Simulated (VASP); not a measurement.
# BN (Cm) in VASP: a series of runs, part 2 of 2

VASP 6.6.1. Earlier steps stand in the parts before.

**4. Single point, PBE (the part above a cut slid along it)**

INCAR reads:

```
SYSTEM = BN
PREC = Accurate
ENCUT = 520
EDIFF = 1E-7
ISMEAR = 0
SIGMA = 0.05
LREAL = .False.
LASPH = .True.
NELM = 80
ALGO = Normal
ISIF = 2
LWAVE = .False.
LCHARG = .True.
GGA = PE
LELF = .True.
LVHAR = .True.
NBANDS = 36
```

KPOINTS reads:

```
regular mesh
0
Gamma
  10 10 2
  0 0 0
```

POSCAR reads:

```
BN
1.0
    1.8123485118     -1.8123485118      0.0000000000
    1.8123485118      0.0000000000     -1.8123485118
   10.2698540772      5.7391640325      5.7391640325
B N
6 6
Direct
    0.6701798600     -0.3298201400      0.3958000000
    0.1423965267      0.1423965267      0.2291333333
    0.1979631933      0.1979631933      0.5624666667
    0.2535298600      0.2535298600      0.8958000000
   -0.2742534733     -0.2742534733      0.7291333333
    0.6146131933      0.6146131933      0.0624666667
    0.3021256933      0.3021256933      0.4374666667
   -0.2256576400     -0.2256576400      0.2708000000
   -0.1700909733     -0.1700909733      0.6041333333
   -0.1145243067     -0.1145243067      0.9374666667
   -0.6423076400     -0.6423076400      0.7708000000
    0.2465590267      0.2465590267      0.1041333333
```

Launch:

```sh
cat potpaw_PBE.64/B/POTCAR potpaw_PBE.64/N/POTCAR > POTCAR
mpirun -np 1 vasp_std > vasp.out
```

It took 78 s on 1 thread of Intel Xeon 6975P-C (Granite Rapids), shared host; peak memory 0.25 GiB.

The run converged. Its results:

```yaml
Free_energy: -103.3312 eV
Pressure: 0.0 GPa
Largest_force: 3.093 eV/Å
Band_gap_on_the_k_mesh: 2.96 eV (least direct gap 4.24 eV)
```

Forces in eV/Å, atoms in the order of the input:
```
B    0.078  0.061  0.061
B    0.183  0.088  0.088
B    0.068  0.064  0.064
B    0.222 -0.215 -0.215
B    0.090  0.046  0.046
B    2.567 -1.110 -1.110
N   -0.066 -0.066 -0.066
N   -0.034 -0.078 -0.078
N   -0.086 -0.057 -0.057
N   -2.728  1.030  1.030
N   -0.337 -0.001 -0.001
N    0.043  0.238  0.238
```

Stress tensor (GPa, compression positive):
```
 7.65  6.97  6.97
 6.97 -3.81 -6.84
 6.97 -6.84 -3.81
```

Levels at points of the mesh, in eV from the valence-band top:
| k point | band 22 | band 23 | band 24 | band 25 | band 26 | band 27 |
| --- | --- | --- | --- | --- | --- | --- |
| (0.00, 0.00, 0.00) | -0.43 | -0.22 | 0.00 | 7.05 | 8.44 | 8.45 |
| (0.50, 0.00, 0.00) | -2.83 | -2.47 | -2.25 | 4.69 | 5.10 | 6.91 |
| (0.50, 0.50, 0.00) | -3.13 | -2.23 | -1.28 | 2.96 | 5.21 | 5.79 |
| (0.00, 0.00, 0.50) | -0.56 | -0.33 | -0.30 | 7.07 | 8.38 | 8.48 |
| (0.50, 0.00, 0.50) | -3.01 | -2.47 | -2.01 | 4.34 | 5.86 | 6.18 |
| (0.50, 0.50, 0.50) | -2.64 | -2.40 | -1.39 | 3.11 | 4.64 | 6.53 |

Caveat: the cell differs from its parent crystal (the part above a cut slid along it); the stress differs along the axes, from -4 to 8 GPa; forces of over 1 eV/Å act on the atoms, so gaps and moduli don't describe the material at rest.

**5. Single point, PBE (the part above a cut slid along it)**

INCAR reads:

```
SYSTEM = BN
PREC = Accurate
ENCUT = 520
EDIFF = 1E-6
ISMEAR = 0
SIGMA = 0.05
LREAL = .FALSE.
LASPH = .TRUE.
NELM = 60
ALGO = Normal
ISIF = 2
LWAVE = .FALSE.
LCHARG = .TRUE.
GGA = PE
LELF = .TRUE.
LVHAR = .TRUE.
NBANDS = 36
```

KPOINTS reads:

```
regular mesh
0
G
  10 10 2
  0 0 0
```

POSCAR reads:

```
BN
1.0
    1.8123485118     -1.8123485118      0.0000000000
    1.8123485118      0.0000000000     -1.8123485118
    7.5513313095      7.0984254164      7.0984254164
B N
6 6
Direct
    0.9670298600     -0.0329701400      0.3958000000
    0.3142465267      0.3142465267      0.2291333333
    0.6198131933      0.6198131933      0.5624666667
    0.9253798600      0.9253798600      0.8958000000
    0.2725965267      0.2725965267      0.7291333333
    0.6614631933      0.6614631933      0.0624666667
    0.6302256933      0.6302256933      0.4374666667
   -0.0225576400     -0.0225576400      0.2708000000
    0.2830090267      0.2830090267      0.6041333333
    0.5885756933      0.5885756933      0.9374666667
   -0.0642076400     -0.0642076400      0.7708000000
    0.3246590267      0.3246590267      0.1041333333
```

Launch:

```sh
cat potpaw_PBE.64/B/POTCAR potpaw_PBE.64/N/POTCAR > POTCAR
mpirun -np 1 vasp_std > vasp.out
```

It took 80 s on 1 thread of Intel Xeon 6975P-C (Granite Rapids), shared host; peak memory 0.24 GiB.

It converged, with:

- Free energy: -104.2672 eV
- Pressure: 0.3 GPa
- Largest force: 2.120 eV/Å
- Band gap on the k mesh: 3.99 eV (least direct gap 5.75 eV)

Forces on the atoms (eV/Å):
```
B    0.011  0.026  0.026
B   -0.083  0.107  0.107
B    0.018  0.021  0.021
B    0.051 -0.070 -0.070
B    0.002  0.028  0.028
B   -1.508  0.704  0.704
N   -0.021 -0.020 -0.020
N   -0.043 -0.007 -0.007
N   -0.009 -0.027 -0.027
N    1.659 -0.933 -0.933
N    0.104 -0.111 -0.111
N   -0.180  0.282  0.282
```

Stress tensor (GPa, compression positive):
```
-9.59 -1.89 -1.89
-1.89  5.18  6.36
-1.89  6.36  5.18
```

Levels at points of the mesh, in eV from the valence-band top:
| k point | band 20 | band 21 | band 22 | band 23 | band 24 | band 25 | band 26 | band 27 | band 28 | band 29 |
| --- | --- | --- | --- | --- | --- | --- | --- | --- | --- | --- |
| (0.00, 0.00, 0.00) | -0.89 | -0.84 | -0.41 | -0.35 | 0.00 | 7.99 | 8.32 | 8.48 | 8.75 | 8.96 |
| (0.50, 0.00, 0.00) | -3.82 | -3.19 | -3.11 | -2.36 | -1.77 | 3.99 | 5.78 | 5.89 | 8.35 | 8.45 |
| (0.50, 0.50, 0.00) | -3.96 | -3.19 | -3.13 | -2.39 | -2.23 | 4.32 | 5.89 | 6.04 | 8.13 | 8.48 |
| (0.00, 0.00, 0.50) | -1.08 | -0.62 | -0.47 | -0.44 | -0.31 | 7.97 | 8.47 | 8.64 | 8.77 | 8.79 |
| (0.50, 0.00, 0.50) | -3.86 | -2.86 | -2.71 | -2.47 | -2.00 | 4.44 | 4.71 | 7.14 | 7.17 | 8.98 |
| (0.50, 0.50, 0.50) | -3.90 | -3.09 | -2.76 | -2.55 | -2.46 | 4.74 | 4.96 | 7.08 | 7.24 | 8.89 |

Caveat: the cell differs from its parent crystal (the part above a cut slid along it); the stress differs along the axes, from -10 to 5 GPa; forces of over 1 eV/Å act on the atoms, so gaps and moduli don't describe the material at rest.

**6. The runs side by side**

| cell | gap on the mesh (eV) | pressure (GPa) | largest force (eV/Å) |
| --- | --- | --- | --- |
| a = 2.563, b = 2.563, c = 12.578 Å, angles 87.1, 87.1, 60.0°, 12 atoms | 3.28 | 1.1 | 3.84 |
| a = 2.563, b = 2.563, c = 12.751 Å, angles 81.3, 81.3, 60.0°, 12 atoms | 2.83 | 1.3 | 2.18 |
| a = 2.563, b = 2.563, c = 13.090 Å, angles 75.8, 75.8, 60.0°, 12 atoms | 2.96 | 0.0 | 3.09 |
| a = 2.563, b = 2.563, c = 12.562 Å, angles 88.5, 88.5, 60.0°, 12 atoms | 3.99 | 0.3 | 2.12 |

Alike in all rows: task single point; level PBE; potentials or basis VASP PAW PBE potentials, release 64 (B, N); no spin polarisation; k mesh 10 × 10 × 2; cutoff (eV) 520; smearing gaussian 0.05 eV.

Caveats: forces of over 1 eV/Å act on the atoms, so gaps and moduli don't describe the material at rest; the stress differs along the axes, from -18 to 11 GPa (at least some runs); the stress differs along the axes, from -5 to 14 GPa (at least some runs); the stress differs along the axes, from -4 to 8 GPa (at least some runs); the stress differs along the axes, from -10 to 5 GPa (at least some runs).

Total energies depend on the potentials used, so only differences within one code and one set of settings carry meaning.
